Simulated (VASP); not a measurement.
# B14HN14 (a cell with a defect) in VASP: a series of runs

B14HN14 (a cell with a defect) is run at these levels: PBE; tasks: single point.

Everything below comes from runs of VASP 6.6.1. Logs are shortened: lines on timing, memory, paths and dates and some standing lists are left out, and cuts for length are marked.

## Step 1: The cell of the first run

The cell holds a defect, 29 atoms: a = 6.647 Å, b = 6.647 Å, c = 8.343 Å, α = 90.00°, β = 90.00°, γ = 120.00°.

## Step 2: Single point, PBE

INCAR

```
PREC = Accurate
ENCUT = 520
EDIFF = 1E-6
ISMEAR = 0
SIGMA = 0.02
LREAL = Auto
LASPH = True
NELM = 60
ALGO = Normal
ISIF = 2
LWAVE = False
LCHARG = False
GGA = PE
NBANDS = 76
NELECT = 112.0
```

KPOINTS

```
regular mesh
0
Gamma
  2 2 2
```

POSCAR

```
B14HN14
1.0
    1.2560905718     -6.5268380678      0.0000000000
   -6.2804528590      2.1756126893      0.0000000000
    0.0000000000      0.0000000000     -8.3431635353
B N H
14 14 1
Direct
    0.6100021206      0.5616500898      0.7661765196
    0.3240613520      0.7047683516      0.7661823927
    0.0377509235      0.8465358627      0.7687609110
    0.4677803243      0.1332012952      0.7687392166
    0.1810569822      0.2766028195      0.7670458541
    0.8955041797      0.4189738250      0.7659074370
    0.7524111680      0.9899376229      0.7660171077
    0.6782494573      0.2901041994      0.2312472951
    0.4008280657      0.4423125874      0.2201721196
    0.1072788866      0.5746845138      0.2311719040
    0.5360514639      0.8612737507      0.2354089059
    0.2522979432     -0.0036146967      0.2219527392
    0.9550242187      0.1450710542      0.2201825473
    0.8225971375      0.7191520437      0.2312378263
    0.6316896646      0.4814575477      0.2300713622
    0.3456944300      0.6230698012      0.2317418317
    0.0604735458      0.7656054999      0.2309542408
    0.4882088904      0.0516407959      0.2326468841
    0.2028007139      0.1942535183      0.1841971566
    0.9159443027      0.3368523020      0.2299124297
    0.7742515654      0.9092172523      0.2317574133
    0.6574262643      0.3711358057      0.7671117764
    0.3717136840      0.5140731292      0.7669825688
    0.0859837442      0.6568760984      0.7668770932
    0.5145679377      0.9426129083      0.7667868397
    0.2288066896      0.0857304302      0.7750105787
    0.9430802472      0.2282603244      0.7669174855
    0.8003068701      0.7996751232      0.7669976710
    0.2037812277      0.1901800245      0.0579714155
```

Potentials or basis: VASP PAW PBE potentials, release 64 (B, N, H).

Command:

```
$ cat potpaw_PBE.64/B/POTCAR potpaw_PBE.64/N/POTCAR potpaw_PBE.64/H/POTCAR > POTCAR
$ mpirun -np 1 vasp_std > vasp.out
```

OUTCAR:

```text
PREC = Accurate
   ENCUT = 520
   EDIFF = 1E-6
   ISMEAR = 0
   LREAL = Auto
   LASPH = True
   NELM = 60
   ISIF = 2
   GGA = PE
   NELECT = 112.0

 ion  position               nearest neighbor table
   1  0.610  0.562  0.766-  28 1.45  22 1.45  23 1.45
   2  0.324  0.705  0.766-  25 1.45  24 1.45  23 1.45
   3  0.038  0.847  0.769-  24 1.45  28 1.45  26 1.46
   4  0.468  0.133  0.769-  25 1.45  22 1.45  26 1.46
   5  0.181  0.277  0.767-  27 1.45  23 1.45  26 1.46
   6  0.896  0.419  0.766-  24 1.45  22 1.45  27 1.45
[... 10 lines left out ...]
  17  0.060  0.766  0.231-  12 1.42  10 1.45  14 1.45
  18  0.488  0.052  0.233-  12 1.42  11 1.45   8 1.45
  19  0.203  0.194  0.184-  29 1.05  12 1.54   9 1.54  13 1.54
  20  0.916  0.337  0.230-  13 1.42   8 1.45  10 1.45
  21  0.774  0.909  0.232-  13 1.42  11 1.45  14 1.45
  22  0.657  0.371  0.767-   4 1.45   1 1.45   6 1.45
  23  0.372  0.514  0.767-   5 1.45   1 1.45   2 1.45
  24  0.086  0.657  0.767-   3 1.45   6 1.45   2 1.45
  25  0.515  0.943  0.767-   4 1.45   2 1.45   7 1.45
  26  0.229  0.086  0.775-   5 1.46   3 1.46   4 1.46
  27  0.943  0.228  0.767-   5 1.45   6 1.45   7 1.45
  28  0.800  0.800  0.767-   3 1.45   1 1.45   7 1.45
  29  0.204  0.190  0.058-  19 1.05

  LATTYP: Found a hexagonal cell.
 ALAT       =     6.6466065543
 C/A-ratio  =     1.2552516035

  Lattice vectors:

 A1 = (   1.2560905718,  -6.5268380678,   0.0000000000)
 A2 = (  -6.2804528590,   2.1756126893,   0.0000000000)
 A3 = (   0.0000000000,   0.0000000000,  -8.3431635353)

Analysis of symmetry for initial positions (statically):
=====================================================================
 Subroutine PRICEL returns:
 Original cell was already a primitive cell.

 Routine SETGRP: Setting up the symmetry group for a
 hexagonal supercell.

 Subroutine GETGRP returns: Found  1 space group operations
 (whereof  1 operations were pure point group operations)
 out of a pool of 24 trial point group operations.

The static configuration has the point symmetry C_1 .

Analysis of symmetry for dynamics (positions and initial velocities):
=====================================================================
 Subroutine PRICEL returns:
 Original cell was already a primitive cell.

 Routine SETGRP: Setting up the symmetry group for a
 hexagonal supercell.

 Subroutine GETGRP returns: Found  1 space group operations
 (whereof  1 operations were pure point group operations)
 out of a pool of 24 trial point group operations.

The dynamic configuration has the point symmetry C_1 .

 Subroutine INISYM returns: Found  1 space group operations
 (whereof  1 operations are pure point group operations),
 and found     1 'primitive' translations

----------------------------------------------------------------------------------------

                                     Primitive cell

  volume of cell :     319.1989

  direct lattice vectors                    reciprocal lattice vectors
     1.256090572 -6.526838068  0.000000000    -0.056865781 -0.164157370  0.000000000
    -6.280452859  2.175612689  0.000000000    -0.170597343 -0.032831474  0.000000000
     0.000000000  0.000000000 -8.343163535     0.000000000  0.000000000 -0.119858612

  length of vectors
     6.646606554  6.646606554  8.343163535     0.173727831  0.173727831  0.119858612

  position of ions in fractional coordinates (direct lattice)
     0.610002121  0.561650090  0.766176520
     0.324061352  0.704768352  0.766182393
     0.037750923  0.846535863  0.768760911
     0.467780324  0.133201295  0.768739217
     0.181056982  0.276602819  0.767045854
     0.895504180  0.418973825  0.765907437
[... 21 lines left out ...]
     0.800306870  0.799675123  0.766997671
     0.203781228  0.190180025  0.057971415

  ion indices of the primitive-cell ions
   primitive index   ion index
                 1           1
                 2           2
                 3           3
                 4           4
                 5           5
                 6           6
[... 21 lines left out ...]
                28          28
                29          29

----------------------------------------------------------------------------------------

 KPOINTS: regular mesh

Automatic generation of k-mesh.
 Grid dimensions read from file:
 generate k-points for:    2    2    2

 Generating k-lattice:

  Cartesian coordinates                     Fractional coordinates (reciprocal lattice)
    -0.028432891 -0.082078685  0.000000000     0.500000000  0.000000000  0.000000000
    -0.085298672 -0.016415737  0.000000000     0.000000000  0.500000000  0.000000000
     0.000000000  0.000000000 -0.059929306     0.000000000  0.000000000  0.500000000

  Length of vectors
     0.086863915  0.086863915  0.059929306

  Shift w.r.t. Gamma in fractional coordinates (k-lattice)
     0.000000000  0.000000000  0.000000000

 Subroutine IBZKPT returns following result:
 ===========================================

 Found      8 irreducible k-points:

 Following reciprocal coordinates:
            Coordinates               Weight
  0.000000  0.000000  0.000000      1.000000
  0.500000  0.000000  0.000000      1.000000
  0.000000  0.500000  0.000000      1.000000
  0.500000  0.500000  0.000000      1.000000
  0.000000  0.000000  0.500000      1.000000
  0.500000  0.000000  0.500000      1.000000
  0.000000  0.500000  0.500000      1.000000
  0.500000  0.500000  0.500000      1.000000
   k-points           NKPTS =      8   k-points in BZ     NKDIM =      8   number of bands    NBANDS=     76
   number of dos      NEDOS =    301   number of ions     NIONS =     29
   total plane-waves  NPLWV = 160000
   dimension x,y,z NGX =    50 NGY =   50 NGZ =   64
   dimension x,y,z NGXF=   100 NGYF=  100 NGZF=  128
   ions per type =              14  14   1
   NGX,Y,Z   is equivalent  to a cutoff of  12.51, 12.51, 12.75 a.u.
   NGXF,Y,Z  is equivalent  to a cutoff of  25.01, 25.01, 25.51 a.u.
 SYSTEM =  unknown system
   PREC   = accura    normal or accurate (medium, high low for compatibility)
   ISTART =      0    job   : 0-new  1-cont  2-samecut
   ICHARG =      2    charge: 1-file 2-atom 10-const
   ISPIN  =      1    spin polarized calculation?
   LNONCOLLINEAR =      F non collinear calculations
   LSORBIT =      F    spin-orbit coupling
   LASPH  =      T    aspherical Exc in radial PAW
   ENCUT  =  520.0 eV  38.22 Ry    6.18 a.u.  12.36 12.36 15.51*2*pi/ulx,y,z
   NELM   =     60;   NELMIN=  2; NELMDL= -5     # of ELM steps
   EDIFF  = 0.1E-05   stopping-criterion for ELM
   LREAL  =      T    real-space projection
   EDIFFG = 0.1E-04   stopping-criterion for IOM
   NSW    =      0    number of steps for IOM
   IBRION =     -1    ionic relax: 0-MD 1-quasi-New 2-CG
   NFREE  =      0    steps in history (QN), initial steepest desc. (CG)
   ISIF   =      2    stress and relaxation
   ISYM   =      2    0-nonsym 1-usesym 2-fastsym
   POTIM  = 0.5000    time-step for ionic-motion
   TEBEG  =    0.0;   TEEND  =   0.0 temperature during run
   PSTRESS=    0.0 pullay stress
   NELECT =     112.0000    total number of electrons
   NUPDOWN=      -1.0000    fix difference up-down
   EMIN   =  10.00;   EMAX   =-10.00  energy-range for DOS
   EFERMI =   0.00;   METHOD = LEGACY
   ISMEAR =     0;   SIGMA  =   0.02  broadening in eV -4-tet -1-fermi 0-gaus
   EFERMI_NEDOS =   21; number of points for ismear=-14 and -15
   IALGO  =     38    algorithm
   IMIX   =      4    mixing-type and parameters
     AMIX     =   0.40;   BMIX     =  1.00
     AMIX_MAG =   1.60;   BMIX_MAG =  1.00
  volume/ion in A,a.u.               =      11.01        74.28
  Fermi-wavevector in a.u.,A,eV,Ry     =   1.154677  2.182023 18.140352  1.333278
  Thomas-Fermi vector in A             =   2.291311
   LORBIT       =      0    0 simple, 1 ext, 2 COOP (PROOUT), +10 PAW based schemes
   GGA     = PE    functional components
   LHFCALC =     F    Hartree Fock is set to
   AEXX    =    0.0000 exact exchange contribution
   IVDW    =     0    specifies the selected vdW correction
   LEPSILON=     F    determine dielectric tensor
   LRPA    =     F    only Hartree local field effects (RPA)
 non-spin polarized calculation
 Gauss-broadening in eV      SIGMA  =   0.02
  energy-cutoff  :      520.00
  volume of cell :      319.20
 maximum number of plane-waves:      8635
 NGX is ok and might be reduce to    50
   NGX = 25   NGY = 25   NGZ = 31

 number of electron     112.0000001 magnetization

 Free energy of the ion-electron system (eV)
  ---------------------------------------------------
  ext. energy  EPLUGINS =         0.00000000
  ---------------------------------------------------
  free energy    TOTEN  =      -250.93178702 eV

  energy without entropy =     -250.93178702  energy(sigma->0) =     -250.93178702

 E-fermi :   1.1052     XC(G=0):  -8.5668

 val. band max:        0.9948116021   @ k =   0.0000   0.5000   0.0000
 cond. band min:       4.1470227172   @ k =   0.0000   0.0000   0.0000
 fundamental gap:      3.1522111152
 Fermi energy:         1.1052303633

 k-point     1 :       0.0000    0.0000    0.0000
  band No.  band energies     occupation
      1     -18.1947      2.00000
      2     -16.6324      2.00000
      3     -16.1716      2.00000
      4     -15.4424      2.00000
      5     -15.4388      2.00000
      6     -15.3956      2.00000
[... 60 lines left out ...]
     67       7.8976      0.00000
     68       7.9083      0.00000

 k-point     2 :       0.5000    0.0000    0.0000
  band No.  band energies     occupation
      1     -17.9084      2.00000
      2     -17.0948      2.00000
      3     -16.3246      2.00000
      4     -15.9281      2.00000
      5     -15.5245      2.00000
      6     -15.4816      2.00000
[... 60 lines left out ...]
     67       7.8878      0.00000
     68       8.2864      0.00000

 k-point     3 :       0.0000    0.5000    0.0000
  band No.  band energies     occupation
      1     -17.9084      2.00000
      2     -17.0950      2.00000
      3     -16.3240      2.00000
      4     -15.9277      2.00000
      5     -15.5241      2.00000
      6     -15.4819      2.00000
[... 60 lines left out ...]
     67       7.9407      0.00000
     68       8.2807      0.00000

 k-point     4 :       0.5000    0.5000    0.0000
  band No.  band energies     occupation
      1     -17.9084      2.00000
      2     -17.0954      2.00000
      3     -16.3229      2.00000
      4     -15.9279      2.00000
      5     -15.5229      2.00000
      6     -15.4832      2.00000
[... 60 lines left out ...]
     67       7.9551      0.00000
     68       8.2865      0.00000

 k-point     5 :       0.0000    0.0000    0.5000
  band No.  band energies     occupation
      1     -18.1945      2.00000
      2     -16.6326      2.00000
      3     -16.1715      2.00000
      4     -15.4424      2.00000
      5     -15.4387      2.00000
      6     -15.3956      2.00000
[... 60 lines left out ...]
     67       7.7290      0.00000
     68       7.7801      0.00000

 k-point     6 :       0.5000    0.0000    0.5000
  band No.  band energies     occupation
      1     -17.9083      2.00000
      2     -17.0946      2.00000
      3     -16.3246      2.00000
      4     -15.9280      2.00000
      5     -15.5248      2.00000
      6     -15.4819      2.00000
[... 60 lines left out ...]
     67       7.3629      0.00000
     68       7.6047      0.00000

 k-point     7 :       0.0000    0.5000    0.5000
  band No.  band energies     occupation
      1     -17.9083      2.00000
      2     -17.0948      2.00000
      3     -16.3240      2.00000
      4     -15.9276      2.00000
      5     -15.5244      2.00000
      6     -15.4822      2.00000
[... 60 lines left out ...]
     67       7.3606      0.00000
     68       7.6057      0.00000

 k-point     8 :       0.5000    0.5000    0.5000
  band No.  band energies     occupation
      1     -17.9083      2.00000
      2     -17.0953      2.00000
      3     -16.3229      2.00000
      4     -15.9279      2.00000
      5     -15.5232      2.00000
      6     -15.4835      2.00000
[... 60 lines left out ...]
     67       7.3600      0.00000
     68       7.6036      0.00000
 [bands above 68 left out]

------------------------ aborting loop because EDIFF is reached ----------------------------------------

  FORCE on cell =-STRESS in cart. coord.  units (eV):
  Direction    XX          YY          ZZ          XY          YZ          ZX
  --------------------------------------------------------------------------------------
  -------------------------------------------------------------------------------------
  Total       -3.4375155     -3.4337280     -7.5777593     -0.0121167      0.0467357     -0.0823226
  in kB      -17.2541640    -17.2351527    -38.0355812     -0.0608184      0.2345837     -0.4132078
  external PRESSURE =     -24.1749660 kB  Pullay stress =       0.0000000 kB

 VOLUME and BASIS-vectors are now :
 -----------------------------------------------------------------------------
  energy-cutoff  :      520.00
  volume of cell :      319.20
      direct lattice vectors                 reciprocal lattice vectors
     1.256090572 -6.526838068  0.000000000    -0.056865781 -0.164157370  0.000000000
    -6.280452859  2.175612689  0.000000000    -0.170597343 -0.032831474  0.000000000
     0.000000000  0.000000000 -8.343163535     0.000000000  0.000000000 -0.119858612

 POSITION                                       TOTAL-FORCE (eV/Angst)
 -----------------------------------------------------------------------------------
     -2.76120     -2.75945     -6.39234        -0.000695      0.001578     -0.007841
     -4.01921     -0.58179     -6.39239         0.000049      0.002363     -0.007428
     -5.26921      1.59534     -6.41390        -0.001144     -0.000591     -0.009105
     -0.24899     -2.76333     -6.41372        -0.001178      0.000509     -0.007702
     -1.50977     -0.57995     -6.39959        -0.000769      0.000060      0.011187
     -1.50651     -4.93329     -6.39009        -0.000180     -0.000807     -0.008141
[... 21 lines left out ...]
     -4.01706     -3.48369     -6.39919        -0.001690      0.001560      0.008020
     -0.93845     -0.91629     -0.48366         0.010605     -0.005956      0.025264
 -----------------------------------------------------------------------------------
    total drift:                               -0.002797     -0.001140      0.002074

  FREE ENERGIE OF THE ION-ELECTRON SYSTEM (eV)
  ---------------------------------------------------
  free  energy   TOTEN  =      -250.9317870238 eV

  energy  without entropy=     -250.9317870238  energy(sigma->0) =     -250.93178702
```

Run time: 3.2 min. Hardware: 1 thread of Intel Xeon 6975P-C (Granite Rapids), shared host; peak memory 0.44 GiB.

Results:

| Quantity | Value |
| --- | --- |
| Free energy | -250.9318 eV |
| Largest force | 0.028 eV/Å |

Forces in eV/Å, atoms in the order of the input:
```
B   -0.001  0.002 -0.008
B    0.000  0.002 -0.007
B   -0.001 -0.001 -0.009
B   -0.001  0.001 -0.008
B   -0.001  0.000  0.011
B    0.000 -0.001 -0.008
B   -0.001 -0.001 -0.008
B   -0.001  0.002 -0.002
B    0.007  0.005 -0.010
B    0.002 -0.001 -0.004
B    0.001 -0.001 -0.002
B    0.004 -0.003 -0.003
B   -0.003 -0.007 -0.009
B   -0.002  0.000 -0.003
N    0.001  0.001  0.007
N    0.001 -0.002  0.003
N   -0.002  0.000 -0.001
N    0.000 -0.001 -0.002
N   -0.013  0.008 -0.004
N    0.004 -0.002  0.002
N    0.001  0.001  0.008
N   -0.002  0.002  0.008
N   -0.001 -0.001  0.003
N   -0.001 -0.002  0.007
N    0.001  0.001  0.007
N   -0.002  0.001 -0.005
N    0.002  0.001  0.003
N   -0.002  0.002  0.008
H    0.011 -0.006  0.025
```

Levels at points of the mesh, in eV from the Fermi level:
```
           k point  band 53  band 54  band 55  band 56  band 57  band 58  band 59  band 60
(0.00, 0.00, 0.00)    -1.55    -1.54    -1.01    -1.00     3.04     4.06     5.07     5.07
(0.50, 0.00, 0.00)    -1.59    -0.61    -0.19    -0.11     3.17     3.54     3.72     4.50
(0.00, 0.50, 0.00)    -1.59    -0.63    -0.19    -0.11     3.21     3.59     3.73     4.46
(0.50, 0.50, 0.00)    -1.58    -0.61    -0.20    -0.12     3.19     3.55     3.74     4.45
(0.00, 0.00, 0.50)    -1.58    -1.57    -1.01    -1.00     3.15     4.99     5.06     5.07
(0.50, 0.00, 0.50)    -1.58    -0.62    -0.20    -0.12     3.22     3.58     3.74     4.81
(0.00, 0.50, 0.50)    -1.58    -0.63    -0.19    -0.12     3.23     3.58     3.74     4.69
(0.50, 0.50, 0.50)    -1.58    -0.62    -0.20    -0.12     3.23     3.58     3.74     4.71
```

Caveat: the k points lie up to 0.55 Å⁻¹ apart; the cell carries a net charge on a neutralising background, which shifts energy and pressure; the cell is charged against a uniform background, so pressure and absolute levels hang on convention.

(Part 1 of 3 ends here.)
